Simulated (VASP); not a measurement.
# CaSe (P1) in VASP: further runs

CaSe is run at these levels: PBE+D3(BJ); tasks: single point.

Everything below comes from runs of VASP 6.6.1. Logs are shortened: lines on timing, memory, paths and dates and some standing lists are left out, and cuts for length are marked.

## 1. The cell of the first run

The typed cell holds 2 atoms: a = 4.193 Å, b = 4.177 Å, c = 4.190 Å, α = 60.98°, β = 59.80°, γ = 60.00°.

## 2. Single point, PBE+D3(BJ)

INCAR reads:

```
PREC     = Accurate       # precision mode
ENCUT    = 500            # plane-wave cutoff, eV
EDIFF    = 1E-6           # SCF threshold, eV
ISMEAR   = 0              # smearing method
SIGMA    = 0.01           # smearing width, eV
LREAL    = F              # projectors in reciprocal space
LASPH    = T              # aspherical terms in the spheres
NELM     = 120            # most SCF steps
ALGO     = Normal         # electronic algorithm
ISIF     = 2              # what is computed and relaxed
LWAVE    = F              # write WAVECAR
LCHARG   = F              # write CHGCAR
GGA      = PE             # functional
IVDW     = 12             # dispersion correction
NBANDS   = 15             # bands
GGA_COMPAT= F
```

KPOINTS reads:

```
regular mesh
0
Gamma
  4 4 4
```

POSCAR reads:

```
CaSe
1.0
    0.0011000000      2.9716700000      2.9583400000
    2.9310500000     -0.0166300000      2.9760700000
    2.9335300000      2.9918800000     -0.0191100000
Ca Se
1 1
Direct
    0.9969697634      0.0015389918      0.9915734961
    0.5008700000      0.4972300000      0.5011800000
```

Potentials or basis: VASP PAW PBE potentials, release 64 (Ca_sv, Se).

Started as:

```
cat potpaw_PBE.64/Ca_sv/POTCAR potpaw_PBE.64/Se/POTCAR > POTCAR
mpirun -np 1 vasp_std > vasp.out
```

OUTCAR:

```text
PREC = Accurate
   ENCUT = 500
   EDIFF = 1E-6
   ISMEAR = 0
   LREAL = F
   LASPH = T
   NELM = 120
   ISIF = 2
   GGA = PE
   IVDW = 12
 IVDW          = 12

 ion  position               nearest neighbor table
   1  0.997  0.002  0.992-   2 2.92   2 2.95   2 2.95   2 2.98   2 2.98
   2  0.501  0.497  0.501-   1 2.92   1 2.95   1 2.95   1 2.98   1 2.98

  LATTYP: Found a triclinic cell.
 ALAT       =     4.1901443158
 B/A-ratio  =     1.3993506699
 C/A-ratio  =     1.0007199528
 COS(alpha) =     0.0005289849
 COS(beta)  =     0.5029936417
 COS(gamma) =     0.7005392576

  Lattice vectors:

 A1 = (  -2.9335300000,  -2.9918800000,   0.0191100000)
 A2 = (  -5.8634800000,  -0.0035800000,   0.0013800000)
 A3 = (  -0.0011000000,  -2.9716700000,  -2.9583400000)

Analysis of symmetry for initial positions (statically):
=====================================================================
 Subroutine PRICEL returns:
 Original cell was already a primitive cell.

 Routine SETGRP: Setting up the symmetry group for a
 triclinic supercell.

 Subroutine GETGRP returns: Found  1 space group operations
 (whereof  1 operations were pure point group operations)
 out of a pool of  2 trial point group operations.

The static configuration has the point symmetry C_1 .

Analysis of symmetry for dynamics (positions and initial velocities):
=====================================================================
 Subroutine PRICEL returns:
 Original cell was already a primitive cell.

 Routine SETGRP: Setting up the symmetry group for a
 triclinic supercell.

 Subroutine GETGRP returns: Found  1 space group operations
 (whereof  1 operations were pure point group operations)
 out of a pool of  2 trial point group operations.

The dynamic configuration has the point symmetry C_1 .

 Subroutine INISYM returns: Found  1 space group operations
 (whereof  1 operations are pure point group operations),
 and found     1 'primitive' translations

----------------------------------------------------------------------------------------

                                     Primitive cell

  volume of cell :      52.1875

  direct lattice vectors                    reciprocal lattice vectors
     0.001100000  2.971670000  2.958340000    -0.170610211  0.168362097  0.168970125
     2.931050000 -0.016630000  2.976070000     0.170688014 -0.166292583  0.166978415
     2.933530000  2.991880000 -0.019110000     0.170406496  0.166088868 -0.166900611

  length of vectors
     4.193161022  4.177119020  4.190144316     0.293265311  0.290980089  0.290653917

[... 93 lines left out ...]
   EMIN   =  10.00;   EMAX   =-10.00  energy-range for DOS
   EFERMI =   0.00;   METHOD = LEGACY
   ISMEAR =     0;   SIGMA  =   0.01  broadening in eV -4-tet -1-fermi 0-gaus
   EFERMI_NEDOS =   21; number of points for ismear=-14 and -15
   IALGO  =     38    algorithm
   IMIX   =      4    mixing-type and parameters
     AMIX     =   0.40;   BMIX     =  1.00
     AMIX_MAG =   1.60;   BMIX_MAG =  1.00
  volume/ion in A,a.u.               =      26.09       176.09
  Fermi-wavevector in a.u.,A,eV,Ry     =   1.103890  2.086050 16.579701  1.218574
  Thomas-Fermi vector in A             =   2.240355
   LORBIT       =      0    0 simple, 1 ext, 2 COOP (PROOUT), +10 PAW based schemes
   GGA     = PE    functional components
   LHFCALC =     F    Hartree Fock is set to
   AEXX    =    0.0000 exact exchange contribution
   IVDW    =    12    specifies the selected vdW correction
   LEPSILON=     F    determine dielectric tensor
   LRPA    =     F    only Hartree local field effects (RPA)
 non-spin polarized calculation
 Gauss-broadening in eV      SIGMA  =   0.01
  energy-cutoff  :      500.00
  volume of cell :       52.19
 maximum number of plane-waves:      1345
 NGX is ok and might be reduce to    32
   NGX = 15   NGY = 15   NGZ = 15

 number of electron      16.0000001 magnetization

 Free energy of the ion-electron system (eV)
  ---------------------------------------------------
  ext. energy  EPLUGINS =         0.00000000
  ---------------------------------------------------
  free energy    TOTEN  =        -9.46109578 eV

  energy without entropy =       -9.46109578  energy(sigma->0) =       -9.46109578

 E-fermi :   2.6001     XC(G=0):  -9.1143

 val. band max:        2.4274377064   @ k =   0.0000   0.0000   0.0000
 cond. band min:       4.4323377632   @ k =   0.0000   0.5000   0.5000
 fundamental gap:      2.0049000568
 Fermi energy:         2.6001443835

 k-point     1 :       0.0000    0.0000    0.0000
  band No.  band energies     occupation
      1     -37.3892      2.00000
      2     -18.3851      2.00000
      3     -18.3818      2.00000
      4     -18.3786      2.00000
      5      -9.3686      2.00000
      6       2.3603      2.00000
      7       2.4008      2.00000
      8       2.4274      2.00000
      9       5.6706      0.00000
     10       6.0179      0.00000
     11       6.1098      0.00000
     12       6.1821      0.00000
     13       6.6351      0.00000
     14       6.7070      0.00000
[... 401 lines left out ...]
      2     -18.4615      2.00000
      3     -18.4177      2.00000
      4     -18.3985      2.00000
      5      -8.7507      2.00000
      6      -0.2223      2.00000
      7       0.8106      2.00000
      8       1.3561      2.00000
      9       5.8157      0.00000
     10       7.9703      0.00000
     11       8.0608      0.00000
     12       8.2742      0.00000
     13       8.3538      0.00000
     14       9.1898      0.00000
     15      10.6906      0.00000

 [... further k-points ...]

------------------------ aborting loop because EDIFF is reached ----------------------------------------

 Edisp (eV)   -0.70071

 E8    (eV) :    -0.3224

  FORCE on cell =-STRESS in cart. coord.  units (eV):
  Direction    XX          YY          ZZ          XY          YZ          ZX
  --------------------------------------------------------------------------------------
  -------------------------------------------------------------------------------------
  Total      -0.04334    -0.62188    -0.52700    -0.01384     0.10816     0.00462
  in kB      -1.33044   -19.09194   -16.17904    -0.42483     3.32067     0.14169
  external pressure =      -12.20 kB  Pullay stress =        0.00 kB

 VOLUME and BASIS-vectors are now :
 -----------------------------------------------------------------------------
  energy-cutoff  :      500.00
  volume of cell :       52.19
      direct lattice vectors                 reciprocal lattice vectors
     0.001100000  2.971670000  2.958340000    -0.170610211  0.168362097  0.168970125
     2.931050000 -0.016630000  2.976070000     0.170688014 -0.166292583  0.166978415
     2.933530000  2.991880000 -0.019110000     0.170406496  0.166088868 -0.166900611

 POSITION                                       TOTAL-FORCE (eV/Angst)
 -----------------------------------------------------------------------------------
      2.91442      5.92931      2.93501         0.053913      0.102062     -0.004617
      2.92818      2.97962      2.95196        -0.053913     -0.102062      0.004617
 -----------------------------------------------------------------------------------
    total drift:                                0.000043      0.000029     -0.000008

  FREE ENERGIE OF THE ION-ELECTRON SYSTEM (eV)
  ---------------------------------------------------
  free  energy   TOTEN  =       -10.1618073659 eV

  energy  without entropy=      -10.1618073659  energy(sigma->0) =      -10.16180737
```

OSZICAR:

```text
N       E                     dE             d eps       ncg     rms          rms(c)
DAV:   1     0.104343171187E+03    0.10434E+03   -0.72859E+03  1080   0.955E+02
DAV:   2    -0.512447473529E+01   -0.10947E+03   -0.10400E+03  1353   0.242E+02
DAV:   3    -0.940267182673E+01   -0.42782E+01   -0.42448E+01  1536   0.456E+01
DAV:   4    -0.960758621727E+01   -0.20491E+00   -0.20479E+00  1440   0.805E+00
DAV:   5    -0.960954151467E+01   -0.19553E-02   -0.19552E-02  1470   0.767E-01    0.427E+00
DAV:   6    -0.946475772200E+01    0.14478E+00   -0.19359E-01  1290   0.231E+00    0.254E+00
DAV:   7    -0.945679179902E+01    0.79659E-02   -0.10506E-01  1397   0.202E+00    0.818E-01
DAV:   8    -0.946086005747E+01   -0.40683E-02   -0.12179E-02  1137   0.839E-01    0.114E-01
DAV:   9    -0.946095865381E+01   -0.98596E-04   -0.65032E-04  1290   0.255E-01    0.484E-02
DAV:  10    -0.946107631684E+01   -0.11766E-03   -0.15227E-04  1220   0.759E-02    0.164E-02
DAV:  11    -0.946109730775E+01   -0.20991E-04   -0.51661E-05  1227   0.628E-02    0.971E-03
DAV:  12    -0.946109617111E+01    0.11366E-05   -0.27138E-06  1413   0.127E-02    0.468E-03
DAV:  13    -0.946109577794E+01    0.39316E-06   -0.88877E-07   764   0.599E-03
   1 F= -.10161807E+02 E0= -.10161807E+02  d E =-.254472-133
```

Run time: 9.3 s. Hardware: 1 thread of Intel Xeon 6975P-C (Granite Rapids), shared host; peak memory 0.19 GiB.

What came out:

- Free energy: -10.1618 eV
- Pressure: -1.2 GPa
- Largest force: 0.116 eV/Å
- Band gap on the k mesh: 2.00 eV (least direct gap 2.92 eV)
- Dispersion energy per atom: -0.350 eV

Forces on the atoms (eV/Å):
```
Ca   0.054  0.102 -0.005
Se  -0.054 -0.102  0.005
```

Levels at points of the mesh, in eV from the valence-band top:
```tsv
k point	band 5	band 6	band 7	band 8	band 9	band 10	band 11	band 12
(0.00, 0.00, 0.00)	-11.80	-0.07	-0.03	0.00	3.24	3.59	3.68	3.75
(0.50, 0.00, 0.00)	-11.11	-3.27	-1.26	-1.21	4.44	5.41	5.45	5.47
(0.00, 0.50, 0.00)	-11.12	-3.29	-1.21	-1.17	4.48	5.34	5.46	5.48
(0.50, 0.50, 0.00)	-11.23	-2.54	-0.97	-0.92	2.02	4.90	5.06	5.93
(0.00, 0.00, 0.50)	-11.12	-3.29	-1.20	-1.17	4.49	5.35	5.45	5.47
(0.50, 0.00, 0.50)	-11.23	-2.55	-0.94	-0.91	2.01	4.92	5.04	5.93
(0.00, 0.50, 0.50)	-11.21	-2.49	-1.05	-0.95	2.00	4.95	5.02	5.96
(0.50, 0.50, 0.50)	-11.11	-3.28	-1.26	-1.21	4.44	5.41	5.45	5.47
```

Caveat: the k points lie up to 0.46 Å⁻¹ apart; three body term missing. A k mesh can miss the band edges.

## 3. Single point, PBE+D3(BJ)

This run uses another cell than the first one, of 26.22 Å³/atom.

INCAR reads:

```
PREC = Accurate
ENCUT = 500
EDIFF = 1E-6
ISMEAR = 0
SIGMA = 0.01
LREAL = False
LASPH = True
NELM = 120
ALGO = Normal
ISIF = 2
LWAVE = False
LCHARG = False
GGA = PE
IVDW = 12
NBANDS = 15
GGA_COMPAT = False
```

KPOINTS is that of step 2.

POSCAR reads:

```
CaSe
1.0
    0.0011018303      2.9766145515      2.9632623718
    2.9359269641     -0.0166576706      2.9810218727
    2.9384110905      2.9968581789     -0.0191417971
Ca Se
1 1
Direct
    0.9942400000      0.0042700000      0.9943000000
    0.5008700000      0.4972300000      0.5011800000
```

Potentials or basis: VASP PAW PBE potentials, release 64 (Ca_sv, Se).

Started as:

```
cat potpaw_PBE.64/Ca_sv/POTCAR potpaw_PBE.64/Se/POTCAR > POTCAR
mpirun -np 1 vasp_std > vasp.out
```

Wall time 9.1 s (1 thread of Intel Xeon 6975P-C (Granite Rapids), shared host); peak memory 0.19 GiB.

The run converged. Its results:

```
Free energy                : -10.1601 eV
Pressure                   : -1.5 GPa
Largest force              : 0.100 eV/Å
Band gap on the k mesh     : 2.02 eV (least direct gap 2.93 eV)
Dispersion energy per atom : -0.349 eV
```

Forces in eV/Å, atoms in the order of the input:
```
Ca  -0.001  0.100 -0.004
Se   0.001 -0.100  0.004
```

Stress tensor (GPa, compression positive):
```
-0.41 -0.03  0.01
-0.03 -2.12  0.33
 0.01  0.33 -1.84
```

Levels at points of the mesh, in eV from the valence-band top:
| k point | band 5 | band 6 | band 7 | band 8 | band 9 | band 10 | band 11 | band 12 |
| --- | --- | --- | --- | --- | --- | --- | --- | --- |
| (0.00, 0.00, 0.00) | -11.78 | -0.07 | -0.03 | 0.00 | 3.22 | 3.59 | 3.68 | 3.75 |
| (0.50, 0.00, 0.00) | -11.10 | -3.26 | -1.25 | -1.20 | 4.43 | 5.40 | 5.44 | 5.46 |
| (0.00, 0.50, 0.00) | -11.11 | -3.27 | -1.20 | -1.16 | 4.47 | 5.33 | 5.44 | 5.46 |
| (0.50, 0.50, 0.00) | -11.22 | -2.53 | -0.96 | -0.92 | 2.03 | 4.89 | 5.04 | 5.91 |
| (0.00, 0.00, 0.50) | -11.11 | -3.27 | -1.19 | -1.16 | 4.48 | 5.33 | 5.44 | 5.46 |
| (0.50, 0.00, 0.50) | -11.22 | -2.54 | -0.94 | -0.91 | 2.02 | 4.90 | 5.02 | 5.90 |
| (0.00, 0.50, 0.50) | -11.20 | -2.48 | -1.04 | -0.94 | 2.02 | 4.93 | 5.01 | 5.94 |
| (0.50, 0.50, 0.50) | -11.10 | -3.26 | -1.25 | -1.20 | 4.43 | 5.40 | 5.44 | 5.46 |

Caveat: the k points lie up to 0.46 Å⁻¹ apart; three body term missing.

## 4. Single point, PBE+D3(BJ)

This run uses another cell than the first one, of 25.96 Å³/atom.

INCAR reads:

```
  PREC = Accurate
  ENCUT = 500
  EDIFF = 1E-6
  ISMEAR = 0
  SIGMA = 0.01
  LREAL = F
  LASPH = T
  NELM = 120
  ALGO = Normal
  ISIF = 2
  LWAVE = F
  LCHARG = F
  GGA = PE
  IVDW = 12
  NBANDS = 15
  GGA_COMPAT = F
```

KPOINTS is that of step 3.

POSCAR reads:

```
CaSe
1.0
    0.0010981636      2.9667089390      2.9534011928
    2.9261567522     -0.0166022370      2.9711015934
    2.9286326119      2.9868851994     -0.0190780968
Ca Se
1 1
Direct
    0.9942400000      0.0042700000      0.9943000000
    0.5008700000      0.4972300000      0.5011800000
```

Started as:

```
cat potpaw_PBE.64/Ca_sv/POTCAR potpaw_PBE.64/Se/POTCAR > POTCAR
mpirun -np 1 vasp_std > vasp.out
```

Run time: 8.8 s. Hardware: 1 thread of Intel Xeon 6975P-C (Granite Rapids), shared host; peak memory 0.19 GiB.

The run converged. Its results:

| Item | Value |
| --- | --- |
| Free energy | -10.1640 eV |
| Pressure | -1.0 GPa |
| Largest force | 0.104 eV/Å |
| Band gap on the k mesh | 1.99 eV (least direct gap 2.91 eV) |
| Dispersion energy per atom | -0.352 eV |

Forces on the atoms (eV/Å):
```
Ca  -0.002  0.104 -0.005
Se   0.002 -0.104  0.005
```

Stress tensor (GPa, compression positive):
```
 0.12 -0.03  0.01
-0.03 -1.68  0.33
 0.01  0.33 -1.38
```

Levels at points of the mesh, in eV from the valence-band top:
```
           k point  band 5  band 6  band 7  band 8  band 9  band 10  band 11  band 12
(0.00, 0.00, 0.00)  -11.81   -0.07   -0.03    0.00    3.27     3.59     3.68     3.75
(0.50, 0.00, 0.00)  -11.11   -3.29   -1.27   -1.22    4.45     5.43     5.47     5.48
(0.00, 0.50, 0.00)  -11.13   -3.31   -1.22   -1.18    4.49     5.36     5.47     5.49
(0.50, 0.50, 0.00)  -11.24   -2.55   -0.97   -0.93    2.00     4.92     5.07     5.95
(0.00, 0.00, 0.50)  -11.13   -3.31   -1.21   -1.18    4.50     5.36     5.46     5.49
(0.50, 0.00, 0.50)  -11.25   -2.57   -0.95   -0.91    2.00     4.93     5.06     5.95
(0.00, 0.50, 0.50)  -11.23   -2.51   -1.05   -0.95    1.99     4.97     5.03     5.97
(0.50, 0.50, 0.50)  -11.12   -3.29   -1.27   -1.22    4.45     5.42     5.47     5.49
```

Caveat: the k points lie up to 0.46 Å⁻¹ apart; three body term missing.

## 5. The runs side by side

| cell | gap on the mesh (eV) | pressure (GPa) | largest force (eV/Å) |
| --- | --- | --- | --- |
| a = 4.193, b = 4.177, c = 4.190 Å, angles 61.0, 59.8, 60.0°, 2 atoms, atomic positions A | 2.00 | -1.2 | 0.12 |
| a = 4.200, b = 4.184, c = 4.197 Å, angles 61.0, 59.8, 60.0°, 2 atoms, atomic positions B | 2.02 | -1.5 | 0.10 |
| a = 4.186, b = 4.170, c = 4.183 Å, angles 61.0, 59.8, 60.0°, 2 atoms, atomic positions B | 1.99 | -1.0 | 0.10 |

Alike in all rows: task single point; level PBE+D3(BJ); potentials or basis VASP PAW PBE potentials, release 64 (Ca_sv, Se); no spin polarisation; k mesh 4 × 4 × 4; cutoff (eV) 500; smearing gaussian 0.01 eV.

Caveats: all runs use coarse meshes; three body term missing.

Total energies depend on the potentials used, so only differences within one code and one set of settings carry meaning.
